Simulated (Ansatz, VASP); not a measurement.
GaP in VASP and in Ansatz

```
CELL_PARAMETERS angstrom
0.00000 2.72525 2.72525
2.72525 0.00000 2.72525
2.72525 2.72525 0.00000
ATOMIC_POSITIONS crystal
Ga 0.00000 0.00000 0.00000
P 0.75000 0.75000 0.75000
```

Alike in both runs: task relaxation of cell and atoms; functional BLYP; dispersion D3(BJ); k mesh 8 × 8 × 8; occupations fermi-dirac, width 0.05 eV; no spin polarisation.

|  | VASP | Ansatz |
| --- | --- | --- |
| version | VASP 6.6.1 | Ansatz 0.2.0 |
| potentials or method | VASP PAW PBE potentials, release 64 (Ga_d, P) | Ansatz PAW |
| plane-wave cutoff (eV) | 600 | 420 |
| valence electrons in the cell | 18 | 18 |

|  | VASP | Ansatz | Ansatz less VASP |
| --- | --- | --- | --- |
| gap on the k mesh at the Fermi level, each at its own relaxed structure (eV) | 1.68 | 1.67 | -0.011 |
| relaxed volume (Å³/atom) | 20.27 | 20.24 | -0.034 |
| relaxed cell length with the largest relative difference (Å) | 3.856 | 3.854 | -0.0021 |

VASP's potentials were made for PBE, not for BLYP.

Noted on Ansatz's run: the plane-wave basis is chosen anew once the cell has moved, so the energies of steps on either side of that aren't comparable.
